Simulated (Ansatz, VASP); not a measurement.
**Ge in VASP and in Ansatz**

The input INCAR:

```
ALGO = Normal ; EDIFF = 1E-6
ENCUT = 500 ; GGA = PS
GGA_COMPAT = False ; ISIF = 2
ISMEAR = 0 ; LASPH = True
LCHARG = True ; LELF = True
LREAL = False ; LVHAR = True
LWAVE = False ; NBANDS = 21
NELM = 120 ; PREC = Accurate
SIGMA = 0.1
```

File KPOINTS:

```
k-points
0
Gamma
  6 6 6
```

POSCAR

```
Ge
1.0
    0.0000000000      2.8374271074      2.8374271074
    2.8374271074      0.0000000000      2.8374271074
    2.8374271074      2.8374271074      0.0000000000
Ge
2
Direct
    0.5000000000      0.5000000000      0.5000000000
    0.7500000000      0.7500000000      0.7500000000
```

Input for Ansatz:

```yaml
crystal:
  lattice:
    - [0.0, 2.8374271074, 2.8374271074]
    - [2.8374271074, 0.0, 2.8374271074]
    - [2.8374271074, 2.8374271074, 0.0]
  atoms:
    - { symbol: Ge, position: [0.5, 0.5, 0.5] }
    - { symbol: Ge, position: [0.75, 0.75, 0.75] }
basis:
  ecutwfc: 420
kpoints:
  mp_grid: { grid: [6, 6, 6] }
hamiltonian:
  xc: pbesol
scf:
  occupations: { method: gaussian, width: 0.1 }
output:
  forces: true
  stress: true
  eigenvalues: true
```

Alike in both runs: task single point; functional PBEsol; k mesh 6 × 6 × 6; occupations gaussian, width 0.1 eV; no spin polarisation.

|  | VASP | Ansatz |
| --- | --- | --- |
| version | VASP 6.6.1 | Ansatz 0.2.0 |
| potentials or method | VASP PAW PBE potentials, release 64 (Ge_d), cutoff 500 eV | scalar-relativistic, plane waves, PAW |
| valence electrons in the cell | 28 | 28 |

```tsv
	VASP	Ansatz	Ansatz less VASP
gap on the k mesh at the Fermi level (eV)	none	none	-
pressure (GPa)	0.0	0.2	+0.16
```

VASP's potentials were made for PBE, not for PBEsol. A gap of «none» marks a metal or a gap that the smearing closes. The functional is the same, so the differences come from potentials, cutoffs and numerics.
